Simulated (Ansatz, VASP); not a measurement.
**One calculation of I, two programs**

```
I
1.0
     3.07216    0.00000    0.00000
     0.00000    3.07216    0.00000
     0.00000    0.00000    3.07216
I
1
Direct
  0.00000 0.00000 0.00000
```

Change from the starting cell: volume scaled by 0.75, LAPW.

Alike in both runs: task single point; functional PBEsol; k mesh 11 × 11 × 11; occupations fermi-dirac, width 0.1 eV; no spin polarisation.

|  | VASP | Ansatz |
| --- | --- | --- |
| version | VASP 6.6.1 | Ansatz 0.2.0 |
| potentials or method | VASP PAW PBE potentials, release 64 (I), cutoff 520 eV | all-electron LAPW, scalar-relativistic |

```tsv
	VASP	Ansatz	Ansatz less VASP
pressure (GPa)	17.9	17.8	-0.05
```

VASP's potentials were made for PBE, not for PBEsol. Ansatz ran all-electron here, and VASP with PAW potentials.

Spin-orbit coupling is off throughout.
